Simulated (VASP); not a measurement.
# TiSb (P6_3/mmc) in VASP: notebook

Runs on TiSb. Level: LDA. Tasks: electric field gradients.

Everything below comes from runs of VASP 6.6.1. Logs are shortened: lines on timing, memory, paths and dates and some standing lists are left out, and cuts for length are marked.

## (1) The cell of the first run

The structure is hexagonal, space group P6_3/mmc (No. 194). The conventional cell has a = 4.103 Å, b = 4.103 Å, c = 6.409 Å, α = 90.00°, β = 90.00°, γ = 120.00°. Ti (site symmetry -3m) has 6 Sb at 2.86 Å and 2 Ti at 3.20 Å within 3.8 Å. Within 3.8 Å of Sb (site symmetry -6m2) lie 6 Ti at 2.86 Å.

## (2) Electric field gradients, LDA (zz strain of +2 %)

INCAR

```
SYSTEM = TiSb
PREC = Accurate ; ENCUT = 520
EDIFF = 1E-8 ; ISMEAR = -1
SIGMA = 0.03 ; LREAL = .False.
LASPH = .True. ; NELM = 100
ALGO = Normal ; ISIF = 2
LWAVE = .False. ; LCHARG = .False.
LEFG = .True. ; NBANDS = 25
```

KPOINTS

```
regular mesh
0
Gamma
  12 12 7
  0 0 0
```

POSCAR

```
TiSb
1.0
    4.1032991169      0.0000000000      0.0000000000
   -2.0516495585      3.5535612746      0.0000000000
    0.0000000000      0.0000000000      6.4092720000
Ti Sb
2 2
Direct
    0.0000000000      0.0000000000      0.0000000000
    0.0000000000      0.0000000000      0.5000000000
    0.3333333333      0.6666666667      0.2500000000
    0.6666666667      0.3333333333      0.7500000000
```

Potentials or basis: VASP PAW LDA potentials, release 64 (Ti_sv, Sb).

Launch:

```bash
$ cat potpaw_LDA.64/Ti_sv/POTCAR potpaw_LDA.64/Sb/POTCAR > POTCAR
$ mpirun -np 1 vasp_std > vasp.out
```

OUTCAR:

```text
SYSTEM = TiSb
   PREC = Accurate
   ENCUT = 520
   EDIFF = 1E-8
   ISMEAR = -1
   LREAL = .False.
   LASPH = .True.
   NELM = 100
   ISIF = 2

 ion  position               nearest neighbor table
   1  0.000  0.000  0.000-   3 2.86   4 2.86   4 2.86   3 2.86   4 2.86   3 2.86
   2  0.000  0.000  0.500-   3 2.86   4 2.86   4 2.86   3 2.86   4 2.86   3 2.86
   3  0.333  0.667  0.250-   1 2.86   2 2.86   1 2.86   2 2.86   1 2.86   2 2.86
   4  0.667  0.333  0.750-   1 2.86   2 2.86   1 2.86   2 2.86   1 2.86   2 2.86

  LATTYP: Found a hexagonal cell.
 ALAT       =     4.1032991169
 C/A-ratio  =     1.5619802060

  Lattice vectors:

 A1 = (   4.1032991169,   0.0000000000,   0.0000000000)
 A2 = (  -2.0516495585,   3.5535612746,   0.0000000000)
 A3 = (   0.0000000000,   0.0000000000,   6.4092720000)

Analysis of symmetry for initial positions (statically):
=====================================================================
 Subroutine PRICEL returns:
 Original cell was already a primitive cell.

 Routine SETGRP: Setting up the symmetry group for a
 hexagonal supercell.

 Subroutine GETGRP returns: Found 24 space group operations
 (whereof 12 operations were pure point group operations)
 out of a pool of 24 trial point group operations.

The static configuration has the point symmetry D_3d.
 The point group associated with its full space group is D_6h.

Analysis of symmetry for dynamics (positions and initial velocities):
=====================================================================
 Subroutine PRICEL returns:
 Original cell was already a primitive cell.

 Routine SETGRP: Setting up the symmetry group for a
 hexagonal supercell.

 Subroutine GETGRP returns: Found 24 space group operations
 (whereof 12 operations were pure point group operations)
 out of a pool of 24 trial point group operations.

The dynamic configuration has the point symmetry D_3d.
 The point group associated with its full space group is D_6h.

 Subroutine INISYM returns: Found 24 space group operations
 (whereof 12 operations are pure point group operations),
 and found     1 'primitive' translations

[... 137 lines left out ...]

 Free energy of the ion-electron system (eV)
  ---------------------------------------------------
  ext. energy  EPLUGINS =         0.00000000
  ---------------------------------------------------
  free energy    TOTEN  =       -28.50950097 eV

  energy without entropy =      -28.49585564  energy(sigma->0) =      -28.50267831

 E-fermi :   7.6110     XC(G=0): -10.5786

 val. band max:        7.5812525212   @ k =   0.3333   0.0000   0.4286
 cond. band min:       7.6113448018   @ k =   0.0833   0.0833   0.1429
 fundamental gap:      0.0300922805
 Fermi energy:         7.6109779414

 k-point     1 :       0.0000    0.0000    0.0000
  band No.  band energies     occupation
      1     -49.1767      2.00000
      2     -49.1636      2.00000
      3     -25.8897      2.00000
      4     -25.8897      2.00000
      5     -25.8742      2.00000
      6     -25.8742      2.00000
[... 661 lines left out ...]
     24       9.8531      0.00000
     25      10.9207      0.00000

 [... further k-points ...]
[... 5 lines left out ...]
  --------------------------------------------------------------------------------------
  -------------------------------------------------------------------------------------
  Total       -5.3452082     -5.3452082     -6.2441346      0.0000000      0.0000000      0.0000000
  in kB      -91.6367167    -91.6367167   -107.0476534      0.0000000      0.0000000      0.0000000
  external PRESSURE =     -96.7736956 kB  Pullay stress =       0.0000000 kB

 VOLUME and BASIS-vectors are now :
 -----------------------------------------------------------------------------
  energy-cutoff  :      520.00
  volume of cell :       93.46
      direct lattice vectors                 reciprocal lattice vectors
     4.103299117  0.000000000  0.000000000     0.243706338  0.140703920  0.000000000
    -2.051649558  3.553561275  0.000000000     0.000000000  0.281407839  0.000000000
     0.000000000  0.000000000  6.409272000     0.000000000  0.000000000  0.156023960

 POSITION                                       TOTAL-FORCE (eV/Angst)
 -----------------------------------------------------------------------------------
      0.00000      0.00000      0.00000         0.000000      0.000000     -0.000000
      0.00000      0.00000      3.20464         0.000000      0.000000     -0.000000
     -0.00000      2.36904      1.60232         0.000000      0.000000      0.000000
      2.05165      1.18452      4.80695        -0.000000      0.000000      0.000000
 -----------------------------------------------------------------------------------
    total drift:                                0.000000     -0.000000      0.000000

  FREE ENERGIE OF THE ION-ELECTRON SYSTEM (eV)
  ---------------------------------------------------
  free  energy   TOTEN  =       -28.5095009723 eV

  energy  without entropy=      -28.4958556408  energy(sigma->0) =      -28.50267831

 Electric field gradients (V/A^2)
---------------------------------------------------------------------
 ion       V_xx      V_yy      V_zz      V_xy      V_xz      V_yz
---------------------------------------------------------------------
   1      23.826    23.824   -47.650    -0.001     0.000    -0.000
   2      23.826    23.824   -47.650    -0.001    -0.000     0.000
   3     -13.006   -13.006    26.012    -0.000     0.000    -0.000
   4     -13.006   -13.006    26.012    -0.000     0.000     0.000
---------------------------------------------------------------------

 Electric field gradients after diagonalization (V/A^2)
 (convention: |V_zz| > |V_xx| > |V_yy|)
----------------------------------------------------------------------
 ion       V_xx      V_yy      V_zz     asymmetry (V_yy - V_xx)/ V_zz
----------------------------------------------------------------------
   1      23.826    23.824   -47.650       0.000
   2      23.826    23.824   -47.650       0.000
   3     -13.006   -13.006    26.012       0.000
   4     -13.006   -13.006    26.012       0.000
----------------------------------------------------------------------

           NMR quadrupolar parameters

 Cq : quadrupolar parameter    Cq=e*Q*V_zz/h
 eta: asymmetry parameters     (V_yy - V_xx)/ V_zz
 Q  : nuclear electric quadrupole moment in mb (millibarn)
----------------------------------------------------------------------
 ion       Cq(MHz)       eta       Q (mb)
----------------------------------------------------------------------
   1      -0.115       0.000       1.000
   2      -0.115       0.000       1.000
   3       0.063       0.000       1.000
   4       0.063       0.000       1.000
----------------------------------------------------------------------
```

OSZICAR:

```text
N       E                     dE             d eps       ncg     rms          rms(c)
DAV:   1     0.337548550344E+03    0.33755E+03   -0.15392E+04  3800   0.135E+03
DAV:   2     0.237119296492E+01   -0.33518E+03   -0.32566E+03  4170   0.396E+02
DAV:   3    -0.297299457472E+02   -0.32101E+02   -0.31396E+02  6381   0.113E+02
DAV:   4    -0.322675807983E+02   -0.25376E+01   -0.25223E+01  5638   0.270E+01
DAV:   5    -0.324180944145E+02   -0.15051E+00   -0.15048E+00  5507   0.488E+00    0.133E+01
DAV:   6    -0.291589420320E+02    0.32592E+01   -0.29254E+01  5076   0.392E+01    0.645E+00
DAV:   7    -0.285838830106E+02    0.57506E+00   -0.58881E+00  4941   0.187E+01    0.364E+00
DAV:   8    -0.285430460342E+02    0.40837E-01   -0.76137E-01  4991   0.621E+00    0.161E+00
DAV:   9    -0.285090028166E+02    0.34043E-01   -0.14153E-01  5110   0.324E+00    0.483E-01
DAV:  10    -0.285094782078E+02   -0.47539E-03   -0.72822E-03  5498   0.631E-01    0.194E-01
DAV:  11    -0.285096226033E+02   -0.14440E-03   -0.44520E-04  5726   0.142E-01    0.127E-01
DAV:  12    -0.285095015914E+02    0.12101E-03   -0.61939E-04  5014   0.183E-01    0.124E-02
DAV:  13    -0.285095009723E+02    0.61912E-06   -0.21647E-05  5349   0.370E-02    0.761E-03
DAV:  14    -0.285095009657E+02    0.65825E-08   -0.83744E-07  5353   0.605E-03    0.249E-03
DAV:  15    -0.285095009723E+02   -0.65311E-08   -0.73360E-08  5333   0.249E-03
   1 F= -.28509501E+02 E0= -.28502678E+02  d E =-.136453E-01
```

It took 2.6 min on 1 thread of Intel Xeon Platinum 8259CL at 2.50GHz (Skylake/Cascade Lake), shared host; peak memory 0.29 GiB.

What came out:

```
Free energy                             : -28.5095 eV
Pressure                                : -9.7 GPa
Band gap on the k mesh                  : zero (bands 17 and 18 overlap by 0.41 eV)
Largest electric field gradient by atom : Ti -47.6; Sb +26.0 V/Å²
```

Stress tensor (GPa, compression positive):
```
 -9.16   0.00   0.00
  0.00  -9.16   0.00
  0.00   0.00 -10.70
```

Levels at points of the mesh, in eV from the Fermi level:
```csv
k point,band 13,band 14,band 15,band 16,band 17,band 18,band 19,band 20,band 21,band 22
"(0.00, 0.00, 0.00)",-2.36,-0.99,-0.23,-0.23,-0.03,-0.03,0.96,0.96,1.11,1.11
"(0.50, 0.00, 0.00)",-2.74,-2.60,-2.26,-1.36,-1.17,0.58,0.60,0.68,0.69,1.13
```

Electric field gradients, principal values (V/Å²):
| atom | least | middle | greatest (by size) |
| --- | --- | --- | --- |
| 1 Ti | 23.824 | 23.826 | -47.650 |
| 2 Ti | 23.824 | 23.826 | -47.650 |
| 3 Sb | -13.006 | -13.006 | 26.012 |
| 4 Sb | -13.006 | -13.006 | 26.012 |

Caveat: the cell differs from its parent crystal (zz strain of +2 %); the cell stands under tension; without QUAD_EFG the Cq values of the log hold for a quadrupole moment of 1 mb, not for the nuclei; spin-orbit coupling is left out, which moves the levels of the heavy elements.

## (3) Electric field gradients, LDA (zz strain of +2 %)

INCAR

```
PREC = Accurate ; ENCUT = 520
EDIFF = 1E-8 ; ISMEAR = -1
SIGMA = 0.03 ; LREAL = False
LASPH = True ; NELM = 100
ALGO = Normal ; ISIF = 2
LWAVE = False ; LCHARG = False
GGA = CA ; LEFG = True
NBANDS = 25
```

KPOINTS

```
regular mesh
0
Gamma
  12 12 7
```

POSCAR is that of step 2.

Potentials or basis: VASP PAW LDA potentials, release 64 (Ti_sv, Sb).

Launch:

```bash
$ cat potpaw_LDA.64/Ti_sv/POTCAR potpaw_LDA.64/Sb/POTCAR > POTCAR
$ mpirun -np 1 vasp_std > vasp.out
```

OUTCAR:

```text
PREC = Accurate
   ENCUT = 520
   EDIFF = 1E-8
   ISMEAR = -1
   LREAL = False
   LASPH = True
   NELM = 100
   ISIF = 2
   GGA = CA

 ion  position               nearest neighbor table
   1  0.000  0.000  0.000-   3 2.86   4 2.86   4 2.86   3 2.86   4 2.86   3 2.86
   2  0.000  0.000  0.500-   3 2.86   4 2.86   4 2.86   3 2.86   4 2.86   3 2.86
   3  0.333  0.667  0.250-   1 2.86   2 2.86   1 2.86   2 2.86   1 2.86   2 2.86
   4  0.667  0.333  0.750-   1 2.86   2 2.86   1 2.86   2 2.86   1 2.86   2 2.86

  LATTYP: Found a hexagonal cell.
 ALAT       =     4.1032991169
 C/A-ratio  =     1.5619802060

  Lattice vectors:

 A1 = (   4.1032991169,   0.0000000000,   0.0000000000)
 A2 = (  -2.0516495585,   3.5535612746,   0.0000000000)
 A3 = (   0.0000000000,   0.0000000000,   6.4092720000)

Analysis of symmetry for initial positions (statically):
=====================================================================
 Subroutine PRICEL returns:
 Original cell was already a primitive cell.

 Routine SETGRP: Setting up the symmetry group for a
 hexagonal supercell.
[... 875 lines left out ...]
      0.00000      0.00000      0.00000         0.000000      0.000000     -0.000000
      0.00000      0.00000      3.20464         0.000000      0.000000     -0.000000
     -0.00000      2.36904      1.60232         0.000000      0.000000      0.000000
      2.05165      1.18452      4.80695        -0.000000      0.000000      0.000000
 -----------------------------------------------------------------------------------
    total drift:                                0.000000     -0.000000      0.000000

  FREE ENERGIE OF THE ION-ELECTRON SYSTEM (eV)
  ---------------------------------------------------
  free  energy   TOTEN  =       -28.5095009723 eV

  energy  without entropy=      -28.4958556408  energy(sigma->0) =      -28.50267831

 Electric field gradients (V/A^2)
---------------------------------------------------------------------
 ion       V_xx      V_yy      V_zz      V_xy      V_xz      V_yz
---------------------------------------------------------------------
   1      23.826    23.824   -47.650    -0.001     0.000    -0.000
   2      23.826    23.824   -47.650    -0.001    -0.000     0.000
   3     -13.006   -13.006    26.012    -0.000     0.000    -0.000
   4     -13.006   -13.006    26.012    -0.000     0.000     0.000
---------------------------------------------------------------------

 Electric field gradients after diagonalization (V/A^2)
 (convention: |V_zz| > |V_xx| > |V_yy|)
----------------------------------------------------------------------
 ion       V_xx      V_yy      V_zz     asymmetry (V_yy - V_xx)/ V_zz
----------------------------------------------------------------------
   1      23.826    23.824   -47.650       0.000
   2      23.826    23.824   -47.650       0.000
   3     -13.006   -13.006    26.012       0.000
   4     -13.006   -13.006    26.012       0.000
----------------------------------------------------------------------

           NMR quadrupolar parameters

 Cq : quadrupolar parameter    Cq=e*Q*V_zz/h
 eta: asymmetry parameters     (V_yy - V_xx)/ V_zz
 Q  : nuclear electric quadrupole moment in mb (millibarn)
----------------------------------------------------------------------
 ion       Cq(MHz)       eta       Q (mb)
----------------------------------------------------------------------
   1      -0.115       0.000       1.000
   2      -0.115       0.000       1.000
   3       0.063       0.000       1.000
   4       0.063       0.000       1.000
----------------------------------------------------------------------
```

OSZICAR:

```text
N       E                     dE             d eps       ncg     rms          rms(c)
DAV:   1     0.337548550344E+03    0.33755E+03   -0.15392E+04  3800   0.135E+03
DAV:   2     0.237119296492E+01   -0.33518E+03   -0.32566E+03  4170   0.396E+02
DAV:   3    -0.297299457472E+02   -0.32101E+02   -0.31396E+02  6381   0.113E+02
DAV:   4    -0.322675807983E+02   -0.25376E+01   -0.25223E+01  5638   0.270E+01
DAV:   5    -0.324180944145E+02   -0.15051E+00   -0.15048E+00  5507   0.488E+00    0.133E+01
DAV:   6    -0.291589420320E+02    0.32592E+01   -0.29254E+01  5076   0.392E+01    0.645E+00
DAV:   7    -0.285838830106E+02    0.57506E+00   -0.58881E+00  4941   0.187E+01    0.364E+00
DAV:   8    -0.285430460342E+02    0.40837E-01   -0.76137E-01  4991   0.621E+00    0.161E+00
DAV:   9    -0.285090028166E+02    0.34043E-01   -0.14153E-01  5110   0.324E+00    0.483E-01
DAV:  10    -0.285094782078E+02   -0.47539E-03   -0.72822E-03  5498   0.631E-01    0.194E-01
DAV:  11    -0.285096226033E+02   -0.14440E-03   -0.44520E-04  5726   0.142E-01    0.127E-01
DAV:  12    -0.285095015914E+02    0.12101E-03   -0.61939E-04  5014   0.183E-01    0.124E-02
DAV:  13    -0.285095009723E+02    0.61912E-06   -0.21647E-05  5349   0.370E-02    0.761E-03
DAV:  14    -0.285095009657E+02    0.65825E-08   -0.83744E-07  5353   0.605E-03    0.249E-03
DAV:  15    -0.285095009723E+02   -0.65311E-08   -0.73360E-08  5333   0.249E-03
   1 F= -.28509501E+02 E0= -.28502678E+02  d E =-.136453E-01
```

stdout:

```text
POSCAR found type information on POSCAR TiSb
 POSCAR found :  2 types and       4 ions
 scaLAPACK will be used
 LDA part: xc-table for (Slater(with rela. corr.)+CA(PZ))
 , standard interpolation
 POSCAR, INCAR and KPOINTS ok, starting setup
 FFT: planning ... GRIDC
 FFT: planning ... GRID_SOFT
 FFT: planning ... GRID
 WAVECAR not read
 entering main loop
ion   1

ion   2

ion   3

ion   4
```

Run time: 57 s. Hardware: 1 thread of Intel Xeon 6975P-C (Granite Rapids), shared host; peak memory 0.28 GiB.

What came out:

```yaml
Free_energy: -28.5095 eV
Pressure: -9.7 GPa
Band_gap_on_the_k_mesh: zero (bands 17 and 18 overlap by 0.41 eV)
Largest_electric_field_gradient_by_atom: Ti -47.6; Sb +26.0 V/Å²
```

Electric field gradients, principal values (V/Å²):
| atom | least | middle | greatest (by size) |
| --- | --- | --- | --- |
| 1 Ti | 23.824 | 23.826 | -47.650 |
| 2 Ti | 23.824 | 23.826 | -47.650 |
| 3 Sb | -13.006 | -13.006 | 26.012 |
| 4 Sb | -13.006 | -13.006 | 26.012 |

Caveat: the cell differs from its parent crystal (zz strain of +2 %); the cell stands under tension; without QUAD_EFG the Cq values of the log hold for a quadrupole moment of 1 mb, not for the nuclei; spin-orbit coupling is left out, which moves the levels of the heavy elements.
